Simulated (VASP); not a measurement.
# InPd (Pm-3m) in VASP: further runs, part 3 of 3

VASP 6.6.1.

## 6. Single point, PBE (volume scaled by 1.02)

Contents of INCAR:

```
SYSTEM = InPd
PREC     = Accurate       ! precision mode
ENCUT    = 520            ! plane-wave cutoff, eV
EDIFF    = 1E-6           ! SCF threshold, eV
ISMEAR   = -1             ! smearing method
SIGMA    = 0.05           ! smearing width, eV
LREAL    = .False.        ! projectors in reciprocal space
LASPH    = .True.         ! aspherical terms in the spheres
NELM     = 80             ! most SCF steps
ALGO     = Fast           ! electronic algorithm
ISIF     = 2              ! what is computed and relaxed
LWAVE    = .False.        ! write WAVECAR
LCHARG   = .True.         ! write CHGCAR
GGA      = PE             ! functional
LELF     = .True.         ! ELF
LVHAR    = .True.       
NBANDS   = 18             ! bands
```

Contents of KPOINTS:

```
regular mesh
0
Gamma
  8 8 8
  0 0 0
```

Contents of POSCAR:

```
InPd
1.0
    3.2935535226      0.0000000000      0.0000000000
    0.0000000000      3.2935535226      0.0000000000
    0.0000000000      0.0000000000      3.2935535226
In Pd
1 1
Direct
    0.0000000000      0.0000000000      0.0000000000
    0.5000000000      0.5000000000      0.5000000000
```

Potentials or basis: VASP PAW PBE potentials, release 64 (In_d, Pd).

Run with:

```bash
cat potpaw_PBE.64/In_d/POTCAR potpaw_PBE.64/Pd/POTCAR > POTCAR
mpirun -np 1 vasp_std > vasp.out
```

OUTCAR:

```text
SYSTEM = InPd
   PREC = Accurate
   ENCUT = 520
   EDIFF = 1E-6
   ISMEAR = -1
   LREAL = .False.
   LASPH = .True.
   NELM = 80
   ISIF = 2
   GGA = PE

 ion  position               nearest neighbor table
   1  0.000  0.000  0.000-   2 2.85   2 2.85   2 2.85   2 2.85   2 2.85   2 2.85   2 2.85   2 2.85

   2  0.500  0.500  0.500-   1 2.85   1 2.85   1 2.85   1 2.85   1 2.85   1 2.85   1 2.85   1 2.85

  LATTYP: Found a simple cubic cell.
 ALAT       =     3.2935535226

  Lattice vectors:

 A1 = (   3.2935535226,   0.0000000000,   0.0000000000)
 A2 = (   0.0000000000,   3.2935535226,   0.0000000000)
 A3 = (   0.0000000000,   0.0000000000,   3.2935535226)

Analysis of symmetry for initial positions (statically):
=====================================================================
 Subroutine PRICEL returns:
 Original cell was already a primitive cell.

 Routine SETGRP: Setting up the symmetry group for a
 simple cubic supercell.

 Subroutine GETGRP returns: Found 48 space group operations
 (whereof 48 operations were pure point group operations)
 out of a pool of 48 trial point group operations.

The static configuration has the point symmetry O_h .

Analysis of symmetry for dynamics (positions and initial velocities):
=====================================================================
 Subroutine PRICEL returns:
 Original cell was already a primitive cell.

 Routine SETGRP: Setting up the symmetry group for a
 simple cubic supercell.

 Subroutine GETGRP returns: Found 48 space group operations
 (whereof 48 operations were pure point group operations)
 out of a pool of 48 trial point group operations.

The dynamic configuration has the point symmetry O_h .

 Subroutine INISYM returns: Found 48 space group operations
 (whereof 48 operations are pure point group operations),
 and found     1 'primitive' translations

----------------------------------------------------------------------------------------

                                     Primitive cell

  volume of cell :      35.7268

  direct lattice vectors                    reciprocal lattice vectors
     3.293553523  0.000000000  0.000000000     0.303623425  0.000000000  0.000000000
     0.000000000  3.293553523  0.000000000     0.000000000  0.303623425  0.000000000
     0.000000000  0.000000000  3.293553523     0.000000000  0.000000000  0.303623425

  length of vectors
     3.293553523  3.293553523  3.293553523     0.303623425  0.303623425  0.303623425

  position of ions in fractional coordinates (direct lattice)
     0.000000000  0.000000000  0.000000000
     0.500000000  0.500000000  0.500000000

  ion indices of the primitive-cell ions
   primitive index   ion index
                 1           1
                 2           2

----------------------------------------------------------------------------------------

 KPOINTS: regular mesh

Automatic generation of k-mesh.
 Grid dimensions read from file:
 generate k-points for:    8    8    8

 Generating k-lattice:

  Cartesian coordinates                     Fractional coordinates (reciprocal lattice)
     0.037952928  0.000000000  0.000000000     0.125000000  0.000000000  0.000000000
     0.000000000  0.037952928  0.000000000     0.000000000  0.125000000  0.000000000
     0.000000000  0.000000000  0.037952928     0.000000000  0.000000000  0.125000000

  Length of vectors
     0.037952928  0.037952928  0.037952928

  Shift w.r.t. Gamma in fractional coordinates (k-lattice)
     0.000000000  0.000000000  0.000000000

 Subroutine IBZKPT returns following result:
 ===========================================

 Found     35 irreducible k-points:

 Following reciprocal coordinates:
            Coordinates               Weight
  0.000000  0.000000  0.000000      1.000000
  0.125000  0.000000  0.000000      6.000000
  0.250000  0.000000  0.000000      6.000000
  0.375000  0.000000  0.000000      6.000000
  0.500000  0.000000  0.000000      3.000000
  0.125000  0.125000  0.000000     12.000000
[... 16 lines left out ...]
  0.375000  0.375000  0.125000     24.000000
  0.500000  0.375000  0.125000     24.000000
 [... further k-points ...]
   k-points           NKPTS =     35   k-points in BZ     NKDIM =     35   number of bands    NBANDS=     18
   number of dos      NEDOS =    301   number of ions     NIONS =      2
   total plane-waves  NPLWV =  13824
   dimension x,y,z NGX =    24 NGY =   24 NGZ =   24
   dimension x,y,z NGXF=    48 NGYF=   48 NGZF=   48
   ions per type =               1   1
   NGX,Y,Z   is equivalent  to a cutoff of  12.11, 12.11, 12.11 a.u.
   NGXF,Y,Z  is equivalent  to a cutoff of  24.23, 24.23, 24.23 a.u.
 SYSTEM =  InPd
   PREC   = accura    normal or accurate (medium, high low for compatibility)
   ISTART =      0    job   : 0-new  1-cont  2-samecut
   ICHARG =      2    charge: 1-file 2-atom 10-const
   ISPIN  =      1    spin polarized calculation?
   LNONCOLLINEAR =      F non collinear calculations
   LSORBIT =      F    spin-orbit coupling
   LASPH  =      T    aspherical Exc in radial PAW
   ENCUT  =  520.0 eV  38.22 Ry    6.18 a.u.   6.12  6.12  6.12*2*pi/ulx,y,z
   NELM   =     80;   NELMIN=  2; NELMDL= -5     # of ELM steps
   EDIFF  = 0.1E-05   stopping-criterion for ELM
   LREAL  =      F    real-space projection
   EDIFFG = 0.1E-04   stopping-criterion for IOM
   NSW    =      0    number of steps for IOM
   IBRION =     -1    ionic relax: 0-MD 1-quasi-New 2-CG
   NFREE  =      0    steps in history (QN), initial steepest desc. (CG)
   ISIF   =      2    stress and relaxation
   ISYM   =      2    0-nonsym 1-usesym 2-fastsym
   POTIM  = 0.5000    time-step for ionic-motion
   TEBEG  =    0.0;   TEEND  =   0.0 temperature during run
   PSTRESS=    0.0 pullay stress
   NELECT =      23.0000    total number of electrons
   NUPDOWN=      -1.0000    fix difference up-down
   EMIN   =  10.00;   EMAX   =-10.00  energy-range for DOS
   EFERMI =   0.00;   METHOD = LEGACY
   ISMEAR =    -1;   SIGMA  =   0.05  broadening in eV -4-tet -1-fermi 0-gaus
   EFERMI_NEDOS =   21; number of points for ismear=-14 and -15
   IALGO  =     68    algorithm
   IMIX   =      4    mixing-type and parameters
     AMIX     =   0.40;   BMIX     =  1.00
     AMIX_MAG =   1.60;   BMIX_MAG =  1.00
  volume/ion in A,a.u.               =      17.86       120.55
  Fermi-wavevector in a.u.,A,eV,Ry     =   1.413577  2.671273 27.187150  1.998199
  Thomas-Fermi vector in A             =   2.535208
   LORBIT       =      0    0 simple, 1 ext, 2 COOP (PROOUT), +10 PAW based schemes
   GGA     = PE    functional components
   LHFCALC =     F    Hartree Fock is set to
   AEXX    =    0.0000 exact exchange contribution
   IVDW    =     0    specifies the selected vdW correction
   LEPSILON=     F    determine dielectric tensor
   LRPA    =     F    only Hartree local field effects (RPA)
 non-spin polarized calculation
 RMM-DIIS sequential band-by-band and
  energy-cutoff  :      520.00
  volume of cell :       35.73
 maximum number of plane-waves:       992
   NGX = 13   NGY = 13   NGZ = 13

 number of electron      23.0000003 magnetization

 Free energy of the ion-electron system (eV)
  ---------------------------------------------------
  ext. energy  EPLUGINS =         0.00000000
  ---------------------------------------------------
  free energy    TOTEN  =        -8.74900514 eV

  energy without entropy =       -8.73887141  energy(sigma->0) =       -8.74393827

 E-fermi :  10.1036     XC(G=0): -12.1195

 val. band max:       10.0940384833   @ k =   0.3750   0.3750   0.1250
 cond. band min:      10.3826106253   @ k =   0.5000   0.3750   0.3750
 fundamental gap:      0.2885721421
 Fermi energy:        10.1036365596

 k-point     1 :       0.0000    0.0000    0.0000
  band No.  band energies     occupation
      1      -4.7349      2.00000
      2      -4.7349      2.00000
      3      -4.3499      2.00000
      4      -4.3499      2.00000
      5      -4.3499      2.00000
      6       0.2870      2.00000
[... 10 lines left out ...]
     17      20.6314      0.00000
     18      26.1560      0.00000

 k-point     2 :       0.1250    0.0000    0.0000
  band No.  band energies     occupation
      1      -4.7272      2.00000
      2      -4.6861      2.00000
      3      -4.3649      2.00000
      4      -4.3649      2.00000
      5      -4.3456      2.00000
      6       0.5308      2.00000
[... 10 lines left out ...]
     17      22.0914      0.00000
     18      25.6126      0.00000
[... 442 lines left out ...]
 k-point    24 :       0.5000    0.3750    0.1250
  band No.  band energies     occupation
      1      -4.6431      2.00000
      2      -4.5074      2.00000
      3      -4.4964      2.00000
      4      -4.4772      2.00000
      5      -4.2018      2.00000
      6       4.1779      2.00000
[... 10 lines left out ...]
     17      21.1775      0.00000
     18      23.1151      0.00000

 [... further k-points ...]
[... 5 lines left out ...]
  --------------------------------------------------------------------------------------
  -------------------------------------------------------------------------------------
  Total        0.2524946      0.2524946      0.2524946      0.0000000     -0.0000000      0.0000000
  in kB       11.3231805     11.3231805     11.3231805      0.0000000     -0.0000000      0.0000000
  external PRESSURE =      11.3231805 kB  Pullay stress =       0.0000000 kB

 VOLUME and BASIS-vectors are now :
 -----------------------------------------------------------------------------
  energy-cutoff  :      520.00
  volume of cell :       35.73
      direct lattice vectors                 reciprocal lattice vectors
     3.293553523  0.000000000  0.000000000     0.303623425  0.000000000  0.000000000
     0.000000000  3.293553523  0.000000000     0.000000000  0.303623425  0.000000000
     0.000000000  0.000000000  3.293553523     0.000000000  0.000000000  0.303623425

 POSITION                                       TOTAL-FORCE (eV/Angst)
 -----------------------------------------------------------------------------------
      0.00000      0.00000      0.00000         0.000000      0.000000      0.000000
      1.64678      1.64678      1.64678         0.000000      0.000000      0.000000
 -----------------------------------------------------------------------------------
    total drift:                                0.000000      0.000000     -0.000000

  FREE ENERGIE OF THE ION-ELECTRON SYSTEM (eV)
  ---------------------------------------------------
  free  energy   TOTEN  =        -8.7490051420 eV

  energy  without entropy=       -8.7388714060  energy(sigma->0) =       -8.74393827
```

Run time: 13 s. Hardware: 1 thread of Intel Xeon Platinum 8375C at 2.90GHz (Ice Lake), shared host; peak memory 0.15 GiB.

Results:

* Free energy: -8.7490 eV
* Pressure: 1.1 GPa

Caveat: spin-orbit coupling is left out, which moves the levels of the heavy elements.

## 7. The runs side by side

```csv
cell,gap on the mesh (eV),pressure (GPa)
"a = 3.228 Å, 2 atoms",none,9.8
"a = 3.250 Å, 2 atoms",none,6.6
"a = 3.272 Å, 2 atoms",none,3.7
"a = 3.294 Å, 2 atoms",none,1.1
```

Alike in all rows: task single point; level PBE; potentials or basis VASP PAW PBE potentials, release 64 (In_d, Pd); no spin polarisation; k mesh 8 × 8 × 8; cutoff (eV) 520; smearing fermi-dirac 0.05 eV.

Caveats: spin-orbit coupling is left out, which moves the levels of the heavy elements.

Total energies depend on the potentials used, so only differences within one code and one set of settings carry meaning.
